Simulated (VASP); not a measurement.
Write the native input for VASP 6.6.1 that does the following.

```yaml
Task: single point
Functional: PBE
Potentials_or_basis: VASP PAW PBE potentials, release 64 (Al, Pt)
Cutoff: 520 eV
k_mesh: 12 × 12 × 12
Occupations: gaussian, width 0.1 eV
Spin: no spin polarisation
Dipole_correction: no
Further_INCAR_settings: ALGO = Normal; EDIFF = 1e-06; NBANDS = 15
```

The structure of Al2Pt lies in POSCAR:

```
Al2Pt
1.0
    0.0000000000      2.8491738288      2.8491738288
    2.8491738288      0.0000000000      2.8491738288
    2.8491738288      2.8491738288      0.0000000000
Al Pt
2 1
Direct
    0.2500000000      0.2500000000      0.2500000000
    0.7500000000      0.7500000000      0.7500000000
    0.0000000000      0.0000000000      0.0000000000
```

This cell differs from its parent crystal: volume scaled by 0.88.

The input as run:

INCAR

```
PREC = Accurate
ENCUT = 520
EDIFF = 1E-6
ISMEAR = 0
SIGMA = 0.1
LREAL = F
LASPH = T
NELM = 100
ALGO = Normal
ISIF = 2
LWAVE = F
LCHARG = F
GGA = PE
NBANDS = 15
```

KPOINTS

```
regular mesh
0
Gamma
  12 12 12
```

Potentials or basis: VASP PAW PBE potentials, release 64 (Al, Pt).

The run is started by

```sh
$ cat potpaw_PBE.64/Al/POTCAR potpaw_PBE.64/Pt/POTCAR > POTCAR
$ mpirun -np 1 vasp_std > vasp.out
```

It gave:

The pressure is 21.8 GPa. The band gap on the k mesh is zero (band 8 reaches 13.16 eV, above the bottom of band 9 at 7.45 eV).

Caveat: spin-orbit coupling is left out, which moves the levels of the heavy elements.

It took 49 s on 1 thread of Intel(R) Xeon(R) Platinum 8488C (Sapphire Rapids) (shared host), peak memory 0.2 GiB.
